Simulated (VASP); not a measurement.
# WC (P-6m2) in VASP: notebook, part 2 of 2

VASP 6.6.1. Earlier steps stand in the parts before.

## Step 3: Relaxation of shape and atoms at fixed volume, PBE (9.58 Å³/atom)

This run uses another cell than the first one, of 9.58 Å³/atom.

File INCAR:

```
SYSTEM = WC
  PREC = Accurate
  ENCUT = 600
  EDIFF = 1E-6
  ISMEAR = 0
  SIGMA = 0.1
  LREAL = .False.
  LASPH = .True.
  NELM = 80
  ALGO = Normal
  ISIF = 4
  LWAVE = .False.
  LCHARG = .False.
  GGA = PE
  IBRION = 2
  NSW = 50
  EDIFFG = -0.01
```

File KPOINTS:

```
regular mesh
0
Gamma
  18 18 14
  0 0 0
```

File POSCAR:

```
WC
1.0
    2.8263920841      0.0000000000      0.0000000000
   -1.4131960421      2.4477273459      0.0000000000
    0.0000000000      0.0000000000      2.7684522503
W C
1 1
Direct
    0.0000000000      0.0000000000      0.0000000000
    0.6666666667      0.3333333333      0.5000000000
```

Potentials or basis: VASP PAW PBE potentials, release 64 (W_sv, C).

Started as:

```
$ cat potpaw_PBE.64/W_sv/POTCAR potpaw_PBE.64/C/POTCAR > POTCAR
$ mpirun -np 1 vasp_std > vasp.out
```

OUTCAR:

```text
SYSTEM = WC
   PREC = Accurate
   ENCUT = 600
   EDIFF = 1E-6
   ISMEAR = 0
   LREAL = .False.
   LASPH = .True.
   NELM = 80
   ISIF = 4
   GGA = PE
   IBRION = 2
   NSW = 50
   EDIFFG = -0.01

 ion  position               nearest neighbor table
   1  0.000  0.000  0.000-   2 2.14   2 2.14   2 2.14   2 2.14   2 2.14   2 2.14
   2  0.667  0.333  0.500-   1 2.14   1 2.14   1 2.14   1 2.14   1 2.14   1 2.14

  LATTYP: Found a hexagonal cell.
 ALAT       =     2.8263920841
 C/A-ratio  =     0.9795004260

  Lattice vectors:

 A1 = (   2.8263920841,   0.0000000000,   0.0000000000)
 A2 = (  -1.4131960421,   2.4477273459,   0.0000000000)
 A3 = (   0.0000000000,   0.0000000000,   2.7684522503)

Analysis of symmetry for initial positions (statically):
=====================================================================
 Subroutine PRICEL returns:
 Original cell was already a primitive cell.

 Routine SETGRP: Setting up the symmetry group for a
 hexagonal supercell.

 Subroutine GETGRP returns: Found 12 space group operations
 (whereof 12 operations were pure point group operations)
 out of a pool of 24 trial point group operations.

The static configuration has the point symmetry D_3h.

Analysis of symmetry for dynamics (positions and initial velocities):
=====================================================================
 Subroutine PRICEL returns:
 Original cell was already a primitive cell.

 Routine SETGRP: Setting up the symmetry group for a
 hexagonal supercell.

 Subroutine GETGRP returns: Found 12 space group operations
 (whereof 12 operations were pure point group operations)
 out of a pool of 24 trial point group operations.

The dynamic configuration has the point symmetry D_3h.

 Subroutine INISYM returns: Found 12 space group operations
 (whereof 12 operations are pure point group operations),
 and found     1 'primitive' translations

----------------------------------------------------------------------------------------

                                     Primitive cell

  volume of cell :      19.1528

  direct lattice vectors                    reciprocal lattice vectors
     2.826392084  0.000000000  0.000000000     0.353807954  0.204271117  0.000000000
    -1.413196042  2.447727346  0.000000000     0.000000000  0.408542235  0.000000000
     0.000000000  0.000000000  2.768452250     0.000000000  0.000000000  0.361212659

  length of vectors
     2.826392084  2.826392084  2.768452250     0.408542235  0.408542235  0.361212659

  position of ions in fractional coordinates (direct lattice)
     0.000000000  0.000000000  0.000000000
     0.666666667  0.333333333  0.500000000

  ion indices of the primitive-cell ions
   primitive index   ion index
                 1           1
                 2           2

----------------------------------------------------------------------------------------

 KPOINTS: regular mesh

Automatic generation of k-mesh.
 Grid dimensions read from file:
 generate k-points for:   18   18   14

 Generating k-lattice:

  Cartesian coordinates                     Fractional coordinates (reciprocal lattice)
     0.019655997  0.011348395  0.000000000     0.055555556 -0.000000000  0.000000000
[... 53 lines left out ...]
   ISPIN  =      1    spin polarized calculation?
   LNONCOLLINEAR =      F non collinear calculations
   LSORBIT =      F    spin-orbit coupling
   LASPH  =      T    aspherical Exc in radial PAW
   ENCUT  =  600.0 eV  44.10 Ry    6.64 a.u.   5.65  5.65  5.53*2*pi/ulx,y,z
   NELM   =     80;   NELMIN=  2; NELMDL= -5     # of ELM steps
   EDIFF  = 0.1E-05   stopping-criterion for ELM
   LREAL  =      F    real-space projection
   EDIFFG = -.1E-01   stopping-criterion for IOM
   NSW    =     50    number of steps for IOM
   IBRION =      2    ionic relax: 0-MD 1-quasi-New 2-CG
   NFREE  =      1    steps in history (QN), initial steepest desc. (CG)
   ISIF   =      4    stress and relaxation
   ISYM   =      2    0-nonsym 1-usesym 2-fastsym
   POTIM  = 0.5000    time-step for ionic-motion
   TEBEG  =    0.0;   TEEND  =   0.0 temperature during run
   PSTRESS=    0.0 pullay stress
   NELECT =      18.0000    total number of electrons
   NUPDOWN=      -1.0000    fix difference up-down
   EMIN   =  10.00;   EMAX   =-10.00  energy-range for DOS
   EFERMI =   0.00;   METHOD = LEGACY
   ISMEAR =     0;   SIGMA  =   0.10  broadening in eV -4-tet -1-fermi 0-gaus
   EFERMI_NEDOS =   21; number of points for ismear=-14 and -15
   IALGO  =     38    algorithm
   IMIX   =      4    mixing-type and parameters
     AMIX     =   0.40;   BMIX     =  1.00
     AMIX_MAG =   1.60;   BMIX_MAG =  1.00
  volume/ion in A,a.u.               =       9.58        64.62
  Fermi-wavevector in a.u.,A,eV,Ry     =   1.603571  3.030310 34.986561  2.571440
  Thomas-Fermi vector in A             =   2.700213
   LORBIT       =      0    0 simple, 1 ext, 2 COOP (PROOUT), +10 PAW based schemes
   GGA     = PE    functional components
   LHFCALC =     F    Hartree Fock is set to
   AEXX    =    0.0000 exact exchange contribution
   IVDW    =     0    specifies the selected vdW correction
   LEPSILON=     F    determine dielectric tensor
   LRPA    =     F    only Hartree local field effects (RPA)
 conjugate gradient relaxation of ions
 non-spin polarized calculation
 Gauss-broadening in eV      SIGMA  =   0.10
  energy-cutoff  :      600.00
  volume of cell :       19.15
 maximum number of plane-waves:       660
 NGX is ok and might be reduce to    24
   NGX = 11   NGY = 11   NGZ = 11

--------------------------------------- Ionic step        1  -------------------------------------------

 number of electron      18.0000002 magnetization

 Free energy of the ion-electron system (eV)
  ---------------------------------------------------
  ext. energy  EPLUGINS =         0.00000000
  ---------------------------------------------------
  free energy    TOTEN  =       -22.19368846 eV

  energy without entropy =      -22.19266033  energy(sigma->0) =      -22.19317439

------------------------ aborting loop because EDIFF is reached ----------------------------------------

  FORCE on cell =-STRESS in cart. coord.  units (eV):
  Direction    XX          YY          ZZ          XY          YZ          ZX
  --------------------------------------------------------------------------------------
  -------------------------------------------------------------------------------------
  Total        5.3676860      5.3676860      5.6856858     -0.0000000      0.0000000      0.0000000
  in kB      449.0194948    449.0194948    475.6209223     -0.0000000      0.0000000      0.0000000
  external PRESSURE =     457.8866373 kB  Pullay stress =       0.0000000 kB
[... 59 lines left out ...]
--------------------------------------- Ionic step        3  -------------------------------------------

 number of electron      18.0000002 magnetization

 Free energy of the ion-electron system (eV)
  ---------------------------------------------------
  ext. energy  EPLUGINS =         0.00000000
  ---------------------------------------------------
  free energy    TOTEN  =       -22.19400756 eV

  energy without entropy =      -22.19298518  energy(sigma->0) =      -22.19349637

 E-fermi :  12.2909     XC(G=0): -14.2534

 val. band max:       12.2894760373   @ k =   0.0000   0.0000   0.0714
 cond. band min:      12.3063310428   @ k =   0.0000   0.0000   0.0000
 fundamental gap:      0.0168550056
 Fermi energy:        12.2908574927

 k-point     1 :       0.0000    0.0000    0.0000
  band No.  band energies     occupation
      1     -61.5755      2.00000
      2     -25.5673      2.00000
      3     -25.4080      2.00000
      4     -25.4080      2.00000
      5      -2.8087      2.00000
      6       7.4599      2.00000
      7       8.6274      2.00000
      8       8.6274      2.00000
      9      12.3063      0.82678
     10      15.8765      0.00000
     11      15.8765      0.00000
     12      18.3180      0.00000
     13      18.3180      0.00000
[... 354 lines left out ...]
  band No.  band energies     occupation
      1     -61.4883      2.00000
      2     -26.4390      2.00000
      3     -25.7390      2.00000
      4     -25.4110      2.00000
      5       0.8735      2.00000
      6       5.0089      2.00000
      7       8.3143      2.00000
      8       8.3184      2.00000
      9      11.7411      2.00000
     10      14.2185      0.00000
     11      16.2036      0.00000
     12      17.6916      0.00000
     13      20.3959      0.00000

 [... further k-points ...]

------------------------ aborting loop because EDIFF is reached ----------------------------------------

  FORCE on cell =-STRESS in cart. coord.  units (eV):
  Direction    XX          YY          ZZ          XY          YZ          ZX
  --------------------------------------------------------------------------------------
  -------------------------------------------------------------------------------------
  Total        5.4540249      5.4540249      5.4615923     -0.0000000      0.0000000      0.0000000
  in kB      456.2419509    456.2419509    456.8749820     -0.0000000      0.0000000      0.0000000
  external PRESSURE =     456.4529613 kB  Pullay stress =       0.0000000 kB
[... 17 lines left out ...]
  FREE ENERGIE OF THE ION-ELECTRON SYSTEM (eV)
  ---------------------------------------------------
  free  energy   TOTEN  =       -22.1940075642 eV

  energy  without entropy=      -22.1929851817  energy(sigma->0) =      -22.19349637

 reached required accuracy - stopping structural energy minimisation
```

OSZICAR:

```text
N       E                     dE             d eps       ncg     rms          rms(c)
DAV:   1     0.121612259664E+03    0.12161E+03   -0.10768E+04  7696   0.172E+03
DAV:   2    -0.209439685448E+02   -0.14256E+03   -0.13910E+03  8701   0.414E+02
DAV:   3    -0.252045116254E+02   -0.42605E+01   -0.42149E+01  9325   0.646E+01
[... 21 lines left out ...]
DAV:   2    -0.221945605983E+02    0.15387E-02   -0.32064E-03  8121   0.579E-01    0.122E-01
DAV:   3    -0.221940156076E+02    0.54499E-03   -0.10538E-03  8261   0.307E-01    0.402E-02
DAV:   4    -0.221940087952E+02    0.68124E-05   -0.47476E-05  8336   0.680E-02    0.203E-02
DAV:   5    -0.221940076559E+02    0.11393E-05   -0.33666E-06  8076   0.189E-02    0.342E-03
DAV:   6    -0.221940075642E+02    0.91713E-07   -0.35473E-07  3878   0.654E-03
   3 F= -.22194008E+02 E0= -.22193496E+02  d E =-.319105E-03
```

Wall time 78 s (1 thread of AMD EPYC 9R45 (Zen 5), shared host); peak memory 0.19 GiB.

Results:

| Property | Result |
| --- | --- |
| Free energy | -22.1940 eV |
| Energy gained by relaxing | 0.2 meV/atom |
| Ionic steps | 3 |
| Pressure after relaxing | 45.6 GPa |
| Band gap on the k mesh | zero (bands 9 and 10 overlap by 1.33 eV) |

The path:
| step | energy change (eV) | largest force (eV/Å) | pressure (GPa) | volume (Å³) |
| --- | --- | --- | --- | --- |
| 1 | 0.0000 | 0.0000 | 45.79 | 19.15 |
| 2 | 0.0005 | 0.0000 | 45.45 | 19.15 |
| 3 | -0.0003 | 0.0000 | 45.65 | 19.15 |

Final structure:
```yaml
crystal:
  lattice:
    - [2.82361, 0.00000, 0.00000]
    - [-1.41180, 2.44532, 0.00000]
    - [0.00000, 0.00000, 2.77392]
  atoms:
    - { symbol: W, position: [0.00000, 0.00000, 0.00000] }
    - { symbol: C, position: [0.66667, 0.33333, 0.50000] }
```

Levels at points of the mesh, in eV from the Fermi level:
```tsv
k point	band 5	band 6	band 7	band 8	band 9	band 10	band 11	band 12	band 13
(0.00, 0.00, 0.00)	-15.10	-4.83	-3.66	-3.66	0.02	3.59	3.59	6.03	6.03
(0.50, 0.00, 0.00)	-11.48	-7.42	-4.09	-3.99	-0.49	2.55	5.06	5.50	7.28
(0.00, 0.00, 0.50)	-10.60	-9.21	-2.20	-2.20	-0.72	-0.72	3.86	4.75	4.75
(0.50, 0.00, 0.50)	-11.92	-7.01	-4.73	-4.41	0.43	4.99	5.89	7.35	10.04
```

Caveat: spin-orbit coupling is left out, which moves the levels of the heavy elements.

## Step 4: Single point, PBE, non-collinear spin, zero start, spin-orbit coupling

This run uses another cell than the first one, of 10.52 Å³/atom.

File INCAR:

```
SYSTEM = WC
PREC = Accurate
ENCUT = 910
EDIFF = 1E-6
ISMEAR = 0
SIGMA = 0.1
LREAL = .False.
LASPH = .True.
NELM = 200
ALGO = Normal
ISIF = 2
LWAVE = .False.
LCHARG = .True.
MAGMOM = 0 0 0 0 0 0
LORBIT = 11
LSORBIT = .True.
GGA_COMPAT = .False.
LORBMOM = .True.
LMAXMIX = 4
GGA = PE
LVHAR = .True.
NBANDS = 30
```

File KPOINTS:

```
Automatic mesh
0
Gamma
  18 18 14
  0 0 0
```

File POSCAR:

```
WC
1.0
    2.9216789202      0.0000000000      0.0000000000
   -1.4608394601      2.5302481666      0.0000000000
    0.0000000000      0.0000000000      2.8470525734
W C
1 1
Direct
    0.0000000000      0.0000000000      0.0000000000
    0.6666666667      0.3333333333      0.5000000000
```

Potentials or basis: VASP PAW PBE potentials, release 64 (W_sv, C_h).

Started as:

```
$ cat potpaw_PBE.64/W_sv/POTCAR potpaw_PBE.64/C_h/POTCAR > POTCAR
$ mpirun -np 1 vasp_ncl > vasp.out
```

Run time: 11 min. Hardware: 1 thread of Intel Xeon Platinum 8559C (Emerald Rapids), shared host; peak memory 1 GiB.

The run converged. Its results:

* Free energy: -23.2098 eV
* Pressure: 1.7 GPa
* Net moment: 0.00 μB per cell
* Valence electrons inside the program's atomic spheres: W 12.15; C 1.40

Stress tensor (GPa, compression positive):
```
1.65 0.00 0.00
0.00 1.65 0.00
0.00 0.00 1.78
```

Moments on the atoms (μB; x, y, z):
```
W   0.00 0.00 0.00
C   0.00 0.00 0.00
```

The gap in the log of VASP goes by the Fermi energy; the results here count the filled bands.